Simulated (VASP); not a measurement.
Set up this calculation in VASP 6.6.1, as the native input.

- Task: single point
- Functional: LDA
- Potentials or basis: VASP PAW LDA potentials, release 64 (Ta_pv)
- Cutoff: 520 eV
- k mesh: 16 × 16 × 16
- Occupations: fermi-dirac, width 0.05 eV
- Spin: no spin polarisation
- Dipole correction: no
- Further INCAR settings: ALGO = Normal; EDIFF = 1e-07; NBANDS = 12

The structure of Ta lies in POSCAR:

```
Ta
1.0
   -1.5407509346      1.5407509346      1.5407509346
    1.5407509346     -1.5407509346      1.5407509346
    1.5407509346      1.5407509346     -1.5407509346
Ta
1
Direct
    0.0000000000      0.0000000000      0.0000000000
```

This cell differs from its parent crystal: volume scaled by 0.85.

One way to write it, as run:

INCAR

```
PREC = Accurate
ENCUT = 520
EDIFF = 1E-7
ISMEAR = -1
SIGMA = 0.05
LREAL = F
LASPH = T
NELM = 100
ALGO = Normal
ISIF = 2
LWAVE = F
LCHARG = F
GGA = CA
NBANDS = 12
```

KPOINTS

```
Automatic mesh
0
Gamma
  16 16 16
```

Potentials or basis: VASP PAW LDA potentials, release 64 (Ta_pv).

Command:

```console
$ cat potpaw_LDA.64/Ta_pv/POTCAR > POTCAR
$ mpirun -np 1 vasp_std > vasp.out
```

Results of the run:

```json
{
  "Pressure": "49.1 GPa"
}
```

Wall time 7.5 s on 1 thread of Intel(R) Xeon(R) 6975P-C (Granite Rapids), on a shared host, peak memory 0.13 GiB.
